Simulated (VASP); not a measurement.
# NaPt2BrO2 (Cmmm) in VASP: single point with PBE

Aim: the single point of NaPt2BrO2 with PBE.

Program: VASP 6.6.1. These are calculated values, not measurements. Logs are shortened: lines on timing, memory, paths and dates and some standing lists are left out, and cuts for length are marked.

### 1 The cell of the first run

It takes space group Cmmm (No. 65, orthorhombic). The conventional cell has a = 5.279 Å, b = 11.232 Å, c = 3.391 Å, α = 90.00°, β = 90.00°, γ = 90.00°. Within 3.0 Å of Na (site symmetry mmm) lie 2 O at 2.30 Å. Within 2.9 Å of Pt (site symmetry 2/m) lie 4 O at 2.21 Å and 2 Pt at 2.64 Å. Br (site symmetry mmm) has 4 Pt at 3.10 Å and 4 Na at 3.14 Å and 2 Br at 3.39 Å and 12 O at 3.72 to 3.89 Å within 4.1 Å. O (site symmetry m2m) has 4 Pt at 2.21 Å and 1 Na at 2.30 Å and 2 O at 2.83 Å within 2.9 Å.

### 2 Single point, PBE

INCAR reads:

```
ALGO     = Normal         # electronic algorithm
EDIFF    = 1E-6           # SCF threshold, eV
ENCUT    = 600            # plane-wave cutoff, eV
GGA      = PE             # functional
GGA_COMPAT= F            
ISIF     = 2              # what is computed and relaxed
ISMEAR   = 0              # smearing method
LASPH    = T              # aspherical terms in the spheres
LCHARG   = F              # write CHGCAR
LREAL    = F              # projectors in reciprocal space
LWAVE    = F              # write WAVECAR
NBANDS   = 32             # bands
NELM     = 120            # most SCF steps
PREC     = Accurate       # precision mode
SIGMA    = 0.15           # smearing width, eV
```

KPOINTS reads:

```
k-points
0
Gamma
  3 3 4
```

POSCAR reads:

```
NaPt2BrO2
1.0
    2.6395605781     -5.6160725084      0.0000000000
    2.6395605781      5.6160725084      0.0000000000
    0.0000000000      0.0000000000      3.3914973005
Na Pt Br O
1 2 1 2
Direct
    0.0000000000      0.0000000000      0.0000000000
    0.5000000000      0.0000000000      0.5000000000
    0.0000000000      0.5000000000      0.5000000000
    0.5000000000      0.5000000000      0.5000000000
    0.7951530611      0.2048469389      0.0000000000
    0.2048469389      0.7951530611      0.0000000000
```

Potentials or basis: VASP PAW PBE potentials, release 64 (Na_pv, Pt, Br, O).

Run with:

```sh
$ cat potpaw_PBE.64/Na_pv/POTCAR potpaw_PBE.64/Pt/POTCAR potpaw_PBE.64/Br/POTCAR potpaw_PBE.64/O/POTCAR > POTCAR
$ mpirun -np 1 vasp_std > vasp.out
```

OUTCAR:

```text
EDIFF = 1E-6
   ENCUT = 600
   GGA = PE
   ISIF = 2
   ISMEAR = 0
   LASPH = T
   LREAL = F
   NELM = 120
   PREC = Accurate

 ion  position               nearest neighbor table
   1  0.000  0.000  0.000-   5 2.30   6 2.30
   2  0.500  0.000  0.500-   5 2.21   6 2.21   5 2.21   6 2.21   3 2.64   3 2.64   4 3.10   4 3.10

   3  0.000  0.500  0.500-   5 2.21   6 2.21   5 2.21   6 2.21   2 2.64   2 2.64   4 3.10   4 3.10

   4  0.500  0.500  0.500-   2 3.10   3 3.10   2 3.10   3 3.10
   5  0.795  0.205  0.000-   2 2.21   3 2.21   2 2.21   3 2.21   1 2.30
   6  0.205  0.795  0.000-   2 2.21   3 2.21   2 2.21   3 2.21   1 2.30

  LATTYP: Found a base centered orthorhombic cell.
 ALAT       =     5.2791211562
 B/A-ratio  =     2.1276543357
 C/A-ratio  =     0.6424359662

  Lattice vectors:

 A1 = (   2.6395605781,  -5.6160725084,   0.0000000000)
 A2 = (   2.6395605781,   5.6160725084,   0.0000000000)
 A3 = (   0.0000000000,   0.0000000000,   3.3914973005)

Analysis of symmetry for initial positions (statically):
=====================================================================
 Subroutine PRICEL returns:
 Original cell was already a primitive cell.

 Routine SETGRP: Setting up the symmetry group for a
 base centered orthorhombic supercell.

 Subroutine GETGRP returns: Found  8 space group operations
 (whereof  8 operations were pure point group operations)
 out of a pool of  8 trial point group operations.

The static configuration has the point symmetry D_2h.

Analysis of symmetry for dynamics (positions and initial velocities):
=====================================================================
 Subroutine PRICEL returns:
 Original cell was already a primitive cell.

 Routine SETGRP: Setting up the symmetry group for a
 base centered orthorhombic supercell.

 Subroutine GETGRP returns: Found  8 space group operations
 (whereof  8 operations were pure point group operations)
 out of a pool of  8 trial point group operations.

The dynamic configuration has the point symmetry D_2h.

 Subroutine INISYM returns: Found  8 space group operations
 (whereof  8 operations are pure point group operations),
 and found     1 'primitive' translations

[... 88 lines left out ...]
   NELM   =    120;   NELMIN=  2; NELMDL= -5     # of ELM steps
   EDIFF  = 0.1E-05   stopping-criterion for ELM
   LREAL  =      F    real-space projection
   EDIFFG = 0.1E-04   stopping-criterion for IOM
   NSW    =      0    number of steps for IOM
   IBRION =     -1    ionic relax: 0-MD 1-quasi-New 2-CG
   NFREE  =      0    steps in history (QN), initial steepest desc. (CG)
   ISIF   =      2    stress and relaxation
   ISYM   =      2    0-nonsym 1-usesym 2-fastsym
   POTIM  = 0.5000    time-step for ionic-motion
   TEBEG  =    0.0;   TEEND  =   0.0 temperature during run
   PSTRESS=    0.0 pullay stress
   NELECT =      46.0000    total number of electrons
   NUPDOWN=      -1.0000    fix difference up-down
   EMIN   =  10.00;   EMAX   =-10.00  energy-range for DOS
   EFERMI =   0.00;   METHOD = LEGACY
   ISMEAR =     0;   SIGMA  =   0.15  broadening in eV -4-tet -1-fermi 0-gaus
   EFERMI_NEDOS =   21; number of points for ismear=-14 and -15
   IALGO  =     38    algorithm
   IMIX   =      4    mixing-type and parameters
     AMIX     =   0.40;   BMIX     =  1.00
     AMIX_MAG =   1.60;   BMIX_MAG =  1.00
  volume/ion in A,a.u.               =      16.76       113.09
  Fermi-wavevector in a.u.,A,eV,Ry     =   1.261437  2.383770 21.649901  1.591223
  Thomas-Fermi vector in A             =   2.394896
   LORBIT       =      0    0 simple, 1 ext, 2 COOP (PROOUT), +10 PAW based schemes
   GGA     = PE    functional components
   LHFCALC =     F    Hartree Fock is set to
   AEXX    =    0.0000 exact exchange contribution
   IVDW    =     0    specifies the selected vdW correction
   LEPSILON=     F    determine dielectric tensor
   LRPA    =     F    only Hartree local field effects (RPA)
 non-spin polarized calculation
 Gauss-broadening in eV      SIGMA  =   0.15
  energy-cutoff  :      600.00
  volume of cell :      100.55
 maximum number of plane-waves:      3377
 NGX is ok and might be reduce to    50
   NGX = 25   NGY = 25   NGZ = 13

 number of electron      46.0000001 magnetization

 Free energy of the ion-electron system (eV)
  ---------------------------------------------------
  ext. energy  EPLUGINS =         0.00000000
  ---------------------------------------------------
  free energy    TOTEN  =       -26.14684213 eV

  energy without entropy =      -26.07015137  energy(sigma->0) =      -26.10849675

 E-fermi :   4.3582     XC(G=0): -10.2262

 val. band max:        4.3575792797   @ k =  -0.3333   0.3333   0.5000
 cond. band min:       4.3897884844   @ k =   0.3333   0.0000   0.0000
 fundamental gap:      0.0322092047
 Fermi energy:         4.3582253015

 k-point     1 :       0.0000    0.0000    0.0000
  band No.  band energies     occupation
      1     -18.9275      2.00000
      2     -18.8834      2.00000
      3     -18.8385      2.00000
      4     -14.8719      2.00000
      5     -13.8695      2.00000
      6     -10.5200      2.00000
[... 409 lines left out ...]
     31      11.0021      0.00000
     32      12.7848      0.00000

------------------------ aborting loop because EDIFF is reached ----------------------------------------

  FORCE on cell =-STRESS in cart. coord.  units (eV):
  Direction    XX          YY          ZZ          XY          YZ          ZX
  --------------------------------------------------------------------------------------
  -------------------------------------------------------------------------------------
  Total       -0.1744670      0.2222602     -0.1768945      0.0000000      0.0000000      0.0000000
  in kB       -2.7799574      3.5414937     -2.8186374      0.0000000      0.0000000      0.0000000
  external PRESSURE =      -0.6857004 kB  Pullay stress =       0.0000000 kB

 VOLUME and BASIS-vectors are now :
 -----------------------------------------------------------------------------
  energy-cutoff  :      600.00
  volume of cell :      100.55
      direct lattice vectors                 reciprocal lattice vectors
     2.639560578 -5.616072508  0.000000000     0.189425469 -0.089030190  0.000000000
     2.639560578  5.616072508  0.000000000     0.189425469  0.089030190  0.000000000
     0.000000000  0.000000000  3.391497301     0.000000000  0.000000000  0.294855019

 POSITION                                       TOTAL-FORCE (eV/Angst)
 -----------------------------------------------------------------------------------
      0.00000      0.00000      0.00000        -0.000000      0.000000     -0.000000
      1.31978     -2.80804      1.69575        -0.000000      0.000000     -0.000000
      1.31978      2.80804      1.69575        -0.000000      0.000000     -0.000000
      2.63956      0.00000      1.69575         0.000000      0.000000     -0.000000
      2.63956     -3.31520      0.00000        -0.000000     -0.009188     -0.000000
      2.63956      3.31520      0.00000        -0.000000      0.009188      0.000000
 -----------------------------------------------------------------------------------
    total drift:                                0.000000      0.000000     -0.000000

  FREE ENERGIE OF THE ION-ELECTRON SYSTEM (eV)
  ---------------------------------------------------
  free  energy   TOTEN  =       -26.1468421317 eV

  energy  without entropy=      -26.0701513727  energy(sigma->0) =      -26.10849675
```

Run time: 76 s. Hardware: 1 thread of Intel Xeon 8259CL, shared host; peak memory 0.28 GiB.

Results:

```
Free energy            : -26.1468 eV
Pressure               : -0.1 GPa
Largest force          : 0.009 eV/Å
Band gap on the k mesh : zero (band 23 reaches 4.92 eV, above the bottom of band 24 at 4.27 eV)
```

Forces in eV/Å, atoms in the order of the input:
```
Na   0.000  0.000  0.000
Pt   0.000  0.000  0.000
Pt   0.000  0.000  0.000
Br   0.000  0.000  0.000
O    0.000 -0.009  0.000
O    0.000  0.009  0.000
```

Levels at points of the mesh, in eV from the Fermi level:
```tsv
k point	band 20	band 21	band 22	band 23	band 24	band 25	band 26	band 27
(0.00, 0.00, 0.00)	-1.15	-1.12	-0.84	-0.73	0.79	1.35	2.76	4.66
(0.00, 0.00, 0.50)	-1.65	-1.52	-0.73	-0.64	-0.09	2.03	4.97	5.75
```

Caveat: the k points lie up to 0.46 Å⁻¹ apart; spin-orbit coupling is left out, which moves the levels of the heavy elements.
